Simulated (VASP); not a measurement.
# Sb2S3 (Pnma) in VASP: single point with PBE

Aim: the single point of Sb2S3 with PBE.

Program: VASP 6.6.1. These are calculated values, not measurements. Logs are shortened: lines on timing, memory, paths and dates and some standing lists are left out, and cuts for length are marked.

### 1 The cell of the first run

It takes space group Pnma (No. 62, orthorhombic). Conventional cell: a = 11.311 Å, b = 3.839 Å, c = 11.223 Å, α = 90.00°, β = 90.00°, γ = 90.00°. Sb (site symmetry m) has 6 S at 2.55 to 3.14 Å within 3.4 Å. Within 3.4 Å of Sb (site symmetry m) lie 7 S at 2.49 to 3.35 Å. S (site symmetry m) has 4 Sb at 2.55 to 3.60 Å and 5 S at 3.38 to 3.58 Å within 3.6 Å. Within 3.3 Å of S (site symmetry m) lie 5 Sb at 2.49 to 3.09 Å. S (site symmetry m) has 5 Sb at 2.57 to 3.35 Å and 8 S at 3.38 to 3.84 Å within 3.9 Å.

### 2 Single point, PBE

INCAR

```
SYSTEM = Sb2S3
PREC = Accurate ; ENCUT = 500
EDIFF = 1E-6 ; ISMEAR = -1
SIGMA = 0.02 ; LREAL = .False.
LASPH = .True. ; NELM = 120
ALGO = Normal ; ISIF = 2
LWAVE = .False. ; LCHARG = .False.
GGA = PE ; NBANDS = 72
GGA_COMPAT = .False.
```

KPOINTS

```
regular mesh
0
Gamma
  3 7 3
  0 0 0
```

POSCAR

```
Sb2S3
1.0
   11.3110000000      0.0000000000      0.0000000000
    0.0000000000      3.8389000000      0.0000000000
    0.0000000000      0.0000000000     11.2230000000
Sb S
8 12
Direct
    0.4733824857      0.2500000000      0.3251308966
    0.0266175143      0.7500000000      0.8251308966
    0.9733824857      0.2500000000      0.1748691034
    0.5266175143      0.7500000000      0.6748691034
    0.3490523392      0.7500000000      0.0342844425
    0.1509476608      0.2500000000      0.5342844425
    0.8490523392      0.7500000000      0.4657155575
    0.6509476608      0.2500000000      0.9657155575
    0.2910903306      0.2500000000      0.1907159009
    0.2089096694      0.7500000000      0.6907159009
    0.7910903306      0.2500000000      0.3092840991
    0.7089096694      0.7500000000      0.8092840991
    0.5505038886      0.7500000000      0.1244055151
    0.9494961114      0.2500000000      0.6244055151
    0.0505038886      0.7500000000      0.3755944849
    0.4494961114      0.2500000000      0.8755944849
    0.3755146227      0.7500000000      0.4403470439
    0.1244853773      0.2500000000      0.9403470439
    0.8755146227      0.7500000000      0.0596529561
    0.6244853773      0.2500000000      0.5596529561
```

Potentials or basis: VASP PAW PBE potentials, release 64 (Sb, S).

The run is started by

```
cat potpaw_PBE.64/Sb/POTCAR potpaw_PBE.64/S/POTCAR > POTCAR
mpirun -np 1 vasp_std > vasp.out
```

OUTCAR:

```text
SYSTEM = Sb2S3
   PREC = Accurate
   ENCUT = 500
   EDIFF = 1E-6
   ISMEAR = -1
   LREAL = .False.
   LASPH = .True.
   NELM = 120
   ISIF = 2
   GGA = PE

 ion  position               nearest neighbor table
   1  0.473  0.250  0.325-   9 2.55  17 2.57  17 2.57  13 3.09  13 3.09  20 3.14
   2  0.027  0.750  0.825-  10 2.55  18 2.57  18 2.57  14 3.09  14 3.09  19 3.14
   3  0.973  0.250  0.175-  11 2.55  19 2.57  19 2.57  15 3.09  15 3.09  18 3.14
   4  0.527  0.750  0.675-  12 2.55  20 2.57  20 2.57  16 3.09  16 3.09  17 3.14
   5  0.349  0.750  0.034-  13 2.49   9 2.68   9 2.68  16 2.85  16 2.85
   6  0.151  0.250  0.534-  14 2.49  10 2.68  10 2.68  15 2.85  15 2.85
   7  0.849  0.750  0.466-  15 2.49  11 2.68  11 2.68  14 2.85  14 2.85
   8  0.651  0.250  0.966-  16 2.49  12 2.68  12 2.68  13 2.85  13 2.85
   9  0.291  0.250  0.191-   1 2.55   5 2.68   5 2.68
  10  0.209  0.750  0.691-   2 2.55   6 2.68   6 2.68
  11  0.791  0.250  0.309-   3 2.55   7 2.68   7 2.68
  12  0.709  0.750  0.809-   4 2.55   8 2.68   8 2.68
  13  0.551  0.750  0.124-   5 2.49   8 2.85   8 2.85   1 3.09   1 3.09
  14  0.949  0.250  0.624-   6 2.49   7 2.85   7 2.85   2 3.09   2 3.09
  15  0.051  0.750  0.376-   7 2.49   6 2.85   6 2.85   3 3.09   3 3.09
  16  0.449  0.250  0.876-   8 2.49   5 2.85   5 2.85   4 3.09   4 3.09
  17  0.376  0.750  0.440-   1 2.57   1 2.57   4 3.14
  18  0.124  0.250  0.940-   2 2.57   2 2.57   3 3.14
  19  0.876  0.750  0.060-   3 2.57   3 2.57   2 3.14
  20  0.624  0.250  0.560-   4 2.57   4 2.57   1 3.14

  LATTYP: Found a simple orthorhombic cell.
 ALAT       =     3.8389000000
 B/A-ratio  =     2.9234937091
 C/A-ratio  =     2.9464169424

  Lattice vectors:

 A1 = (   0.0000000000,   3.8389000000,   0.0000000000)
 A2 = (   0.0000000000,   0.0000000000,  11.2230000000)
 A3 = (  11.3110000000,   0.0000000000,   0.0000000000)

Analysis of symmetry for initial positions (statically):
=====================================================================
 Subroutine PRICEL returns:
 Original cell was already a primitive cell.

 Routine SETGRP: Setting up the symmetry group for a
 simple orthorhombic supercell.

 Subroutine GETGRP returns: Found  8 space group operations
 (whereof  2 operations were pure point group operations)
 out of a pool of  8 trial point group operations.

The static configuration has the point symmetry S_2 .
 The point group associated with its full space group is D_2h.

Analysis of symmetry for dynamics (positions and initial velocities):
=====================================================================
 Subroutine PRICEL returns:
 Original cell was already a primitive cell.

 Routine SETGRP: Setting up the symmetry group for a
 simple orthorhombic supercell.

 Subroutine GETGRP returns: Found  8 space group operations
 (whereof  2 operations were pure point group operations)
 out of a pool of  8 trial point group operations.

The dynamic configuration has the point symmetry S_2 .
 The point group associated with its full space group is D_2h.

 Subroutine INISYM returns: Found  8 space group operations
 (whereof  2 operations are pure point group operations),
 and found     1 'primitive' translations

----------------------------------------------------------------------------------------

                                     Primitive cell

  volume of cell :     487.3228

  direct lattice vectors                    reciprocal lattice vectors
    11.311000000  0.000000000  0.000000000     0.088409513  0.000000000  0.000000000
     0.000000000  3.838900000  0.000000000     0.000000000  0.260491287  0.000000000
     0.000000000  0.000000000 11.223000000     0.000000000  0.000000000  0.089102735

  length of vectors
    11.311000000  3.838900000 11.223000000     0.088409513  0.260491287  0.089102735

  position of ions in fractional coordinates (direct lattice)
     0.473382486  0.250000000  0.325130897
     0.026617514  0.750000000  0.825130897
     0.973382486  0.250000000  0.174869103
     0.526617514  0.750000000  0.674869103
     0.349052339  0.750000000  0.034284443
     0.150947661  0.250000000  0.534284443
[... 12 lines left out ...]
     0.875514623  0.750000000  0.059652956
     0.624485377  0.250000000  0.559652956

  ion indices of the primitive-cell ions
   primitive index   ion index
                 1           1
                 2           2
                 3           3
                 4           4
                 5           5
                 6           6
[... 12 lines left out ...]
                19          19
                20          20

----------------------------------------------------------------------------------------

 KPOINTS: regular mesh

Automatic generation of k-mesh.
 Grid dimensions read from file:
 generate k-points for:    3    7    3

 Generating k-lattice:

  Cartesian coordinates                     Fractional coordinates (reciprocal lattice)
     0.029469838  0.000000000  0.000000000     0.333333333  0.000000000  0.000000000
     0.000000000  0.037213041  0.000000000     0.000000000  0.142857143  0.000000000
     0.000000000  0.000000000  0.029700912     0.000000000  0.000000000  0.333333333

  Length of vectors
     0.029469838  0.037213041  0.029700912

  Shift w.r.t. Gamma in fractional coordinates (k-lattice)
     0.000000000  0.000000000  0.000000000

 Subroutine IBZKPT returns following result:
 ===========================================

 Found     16 irreducible k-points:

 Following reciprocal coordinates:
            Coordinates               Weight
  0.000000  0.000000  0.000000      1.000000
  0.333333  0.000000  0.000000      2.000000
  0.000000  0.142857  0.000000      2.000000
  0.333333  0.142857  0.000000      4.000000
  0.000000  0.285714  0.000000      2.000000
  0.333333  0.285714  0.000000      4.000000
[... 8 lines left out ...]
  0.000000  0.428571  0.333333      4.000000
  0.333333  0.428571  0.333333      8.000000
   k-points           NKPTS =     16   k-points in BZ     NKDIM =     16   number of bands    NBANDS=     72
   number of dos      NEDOS =    301   number of ions     NIONS =     20
   total plane-waves  NPLWV = 197568
   dimension x,y,z NGX =    84 NGY =   28 NGZ =   84
   dimension x,y,z NGXF=   168 NGYF=   56 NGZF=  168
   ions per type =               8  12
   NGX,Y,Z   is equivalent  to a cutoff of  12.35, 12.13, 12.44 a.u.
   NGXF,Y,Z  is equivalent  to a cutoff of  24.69, 24.25, 24.89 a.u.
 SYSTEM =  Sb2S3
   PREC   = accura    normal or accurate (medium, high low for compatibility)
   ISTART =      0    job   : 0-new  1-cont  2-samecut
   ICHARG =      2    charge: 1-file 2-atom 10-const
   ISPIN  =      1    spin polarized calculation?
   LNONCOLLINEAR =      F non collinear calculations
   LSORBIT =      F    spin-orbit coupling
   LASPH  =      T    aspherical Exc in radial PAW
   ENCUT  =  500.0 eV  36.75 Ry    6.06 a.u.  20.62  7.00 20.46*2*pi/ulx,y,z
   NELM   =    120;   NELMIN=  2; NELMDL= -5     # of ELM steps
   EDIFF  = 0.1E-05   stopping-criterion for ELM
   LREAL  =      F    real-space projection
   EDIFFG = 0.1E-04   stopping-criterion for IOM
   NSW    =      0    number of steps for IOM
   IBRION =     -1    ionic relax: 0-MD 1-quasi-New 2-CG
   NFREE  =      0    steps in history (QN), initial steepest desc. (CG)
   ISIF   =      2    stress and relaxation
   ISYM   =      2    0-nonsym 1-usesym 2-fastsym
   POTIM  = 0.5000    time-step for ionic-motion
   TEBEG  =    0.0;   TEEND  =   0.0 temperature during run
   PSTRESS=    0.0 pullay stress
   NELECT =     112.0000    total number of electrons
   NUPDOWN=      -1.0000    fix difference up-down
   EMIN   =  10.00;   EMAX   =-10.00  energy-range for DOS
   EFERMI =   0.00;   METHOD = LEGACY
   ISMEAR =    -1;   SIGMA  =   0.02  broadening in eV -4-tet -1-fermi 0-gaus
   EFERMI_NEDOS =   21; number of points for ismear=-14 and -15
   IALGO  =     38    algorithm
   IMIX   =      4    mixing-type and parameters
     AMIX     =   0.40;   BMIX     =  1.00
     AMIX_MAG =   1.60;   BMIX_MAG =  1.00
  volume/ion in A,a.u.               =      24.37       164.43
  Fermi-wavevector in a.u.,A,eV,Ry     =   1.002787  1.894992 13.681764  1.005581
  Thomas-Fermi vector in A             =   2.135296
   LORBIT       =      0    0 simple, 1 ext, 2 COOP (PROOUT), +10 PAW based schemes
   GGA     = PE    functional components
   LHFCALC =     F    Hartree Fock is set to
   AEXX    =    0.0000 exact exchange contribution
   IVDW    =     0    specifies the selected vdW correction
   LEPSILON=     F    determine dielectric tensor
   LRPA    =     F    only Hartree local field effects (RPA)
 non-spin polarized calculation
  energy-cutoff  :      500.00
  volume of cell :      487.32
 maximum number of plane-waves:     12417
 NGX is ok and might be reduce to    84
   NGX = 41   NGY = 13   NGZ = 41

 number of electron     111.9999983 magnetization

 Free energy of the ion-electron system (eV)
  ---------------------------------------------------
  ext. energy  EPLUGINS =         0.00000000
  ---------------------------------------------------
  free energy    TOTEN  =       -87.59762371 eV

  energy without entropy =      -87.59762371  energy(sigma->0) =      -87.59762371

 E-fermi :   5.6681     XC(G=0):  -9.4437

 val. band max:        5.2505660935   @ k =   0.0000   0.0000   0.0000
 cond. band min:       6.5226296020   @ k =   0.0000   0.0000   0.3333
 fundamental gap:      1.2720635085
 Fermi energy:         5.6681413727

 k-point     1 :       0.0000    0.0000    0.0000
  band No.  band energies     occupation
      1      -8.9734      2.00000
      2      -8.6902      2.00000
      3      -8.2503      2.00000
      4      -8.1464      2.00000
      5      -8.0473      2.00000
      6      -7.8080      2.00000
[... 60 lines left out ...]
     67       8.0737      0.00000
     68       8.1223      0.00000

 k-point     2 :       0.3333    0.0000    0.0000
  band No.  band energies     occupation
      1      -8.9173      2.00000
      2      -8.7807      2.00000
      3      -8.2063      2.00000
      4      -8.1539      2.00000
      5      -8.0021      2.00000
      6      -7.8972      2.00000
[... 60 lines left out ...]
     67       8.0338      0.00000
     68       8.2469      0.00000

 k-point     3 :       0.0000    0.1429    0.0000
  band No.  band energies     occupation
      1      -8.8196      2.00000
      2      -8.5442      2.00000
      3      -8.1125      2.00000
      4      -8.0137      2.00000
      5      -7.9025      2.00000
      6      -7.6815      2.00000
[... 912 lines left out ...]
     67       8.5800      0.00000
     68       8.6880      0.00000

 k-point    16 :       0.3333    0.4286    0.3333
  band No.  band energies     occupation
      1      -7.6457      2.00000
      2      -7.5907      2.00000
      3      -7.3142      2.00000
      4      -7.2931      2.00000
      5      -7.0195      2.00000
      6      -7.0005      2.00000
[... 60 lines left out ...]
     67       8.5663      0.00000
     68       8.7027      0.00000
 [bands above 68 left out]

------------------------ aborting loop because EDIFF is reached ----------------------------------------

  FORCE on cell =-STRESS in cart. coord.  units (eV):
  Direction    XX          YY          ZZ          XY          YZ          ZX
  --------------------------------------------------------------------------------------
  -------------------------------------------------------------------------------------
  Total        5.0765149      4.9722745      2.8921290      0.0000000     -0.0000000      0.0000000
  in kB       16.6901208     16.3474086      9.5084883      0.0000000     -0.0000000      0.0000000
  external PRESSURE =      14.1820059 kB  Pullay stress =       0.0000000 kB

 VOLUME and BASIS-vectors are now :
 -----------------------------------------------------------------------------
  energy-cutoff  :      500.00
  volume of cell :      487.32
      direct lattice vectors                 reciprocal lattice vectors
    11.311000000  0.000000000  0.000000000     0.088409513  0.000000000  0.000000000
     0.000000000  3.838900000  0.000000000     0.000000000  0.260491287  0.000000000
     0.000000000  0.000000000 11.223000000     0.000000000  0.000000000  0.089102735

 POSITION                                       TOTAL-FORCE (eV/Angst)
 -----------------------------------------------------------------------------------
      5.35443      0.95973      3.64894         0.000063     -0.000000     -0.005663
      0.30107      2.87918      9.26044        -0.000063      0.000000     -0.005663
     11.00993      0.95973      1.96256         0.000063      0.000000      0.005663
      5.95657      2.87918      7.57406        -0.000063      0.000000      0.005663
      3.94813      2.87918      0.38477         0.018150      0.000000     -0.017110
      1.70737      0.95973      5.99627        -0.018150     -0.000000     -0.017110
[... 12 lines left out ...]
      9.90295      2.87918      0.66949        -0.012234     -0.000000     -0.003403
      7.06355      0.95973      6.28099         0.012234     -0.000000     -0.003403
 -----------------------------------------------------------------------------------
    total drift:                               -0.000000     -0.000000      0.000000

  FREE ENERGIE OF THE ION-ELECTRON SYSTEM (eV)
  ---------------------------------------------------
  free  energy   TOTEN  =       -87.5976237139 eV

  energy  without entropy=      -87.5976237139  energy(sigma->0) =      -87.59762371
```

Wall time 6.6 min (1 thread of Intel Xeon 6975P-C (Granite Rapids), shared host); peak memory 0.68 GiB.

Results:

| Property | Result |
| --- | --- |
| Free energy | -87.5976 eV |
| Pressure | 1.4 GPa |
| Largest force | 0.025 eV/Å |
| Band gap on the k mesh | 1.27 eV (least direct gap 1.32 eV) |

Forces on the atoms (eV/Å):
```
Sb   0.000  0.000 -0.006
Sb   0.000  0.000 -0.006
Sb   0.000  0.000  0.006
Sb   0.000  0.000  0.006
Sb   0.018  0.000 -0.017
Sb  -0.018  0.000 -0.017
Sb   0.018  0.000  0.017
Sb  -0.018  0.000  0.017
S    0.006  0.000  0.015
S   -0.006  0.000  0.015
S    0.006  0.000 -0.015
S   -0.006  0.000 -0.015
S    0.002  0.000  0.003
S   -0.002  0.000  0.003
S    0.002  0.000 -0.003
S   -0.002  0.000 -0.003
S   -0.012  0.000  0.003
S    0.012  0.000  0.003
S   -0.012  0.000 -0.003
S    0.012  0.000 -0.003
```

Levels at points of the mesh, in eV from the valence-band top:
| k point | band 53 | band 54 | band 55 | band 56 | band 57 | band 58 | band 59 | band 60 |
| --- | --- | --- | --- | --- | --- | --- | --- | --- |
| (0.00, 0.00, 0.00) | -0.24 | -0.23 | -0.21 | 0.00 | 1.32 | 1.52 | 1.56 | 1.81 |

Caveat: spin-orbit coupling is left out, which moves the levels of the heavy elements; an odd mesh through Γ misses points on the zone boundary, where band edges can lie.
